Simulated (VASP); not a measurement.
Here is a VASP 6.6.1 calculation.

The input INCAR:

```
ALGO = Normal ; EDIFF = 1E-6
EDIFFG = -0.01 ; ENCUT = 600
GGA = CA ; IBRION = 2
ISIF = 3 ; ISMEAR = -1
LASPH = T ; LCHARG = F
LREAL = F ; LWAVE = F
NELM = 100 ; NSW = 60
PREC = Accurate ; SIGMA = 0.05
```

KPOINTS

```
k-points
0
Gamma
  11 11 11
```

File POSCAR:

```
W
1.0
    0.0000000000      2.0300000000      2.0300000000
    2.0300000000      0.0000000000      2.0300000000
    2.0300000000      2.0300000000      0.0000000000
W
1
Direct
    0.0000000000      0.0000000000      0.0000000000
```

Potentials or basis: VASP PAW LDA potentials, release 64 (W_sv).

Run with:

```console
$ cat potpaw_LDA.64/W_sv/POTCAR > POTCAR
$ mpirun -np 1 vasp_std > vasp.out
```

(1) Estimate the relaxed volume.

(2) Estimate the relaxed cell.

## Answers

(1) 15.81 Å³/atom.

(2) a = 2.817 Å, b = 2.817 Å, c = 2.817 Å, α = 60.00°, β = 60.00°, γ = 60.00°.
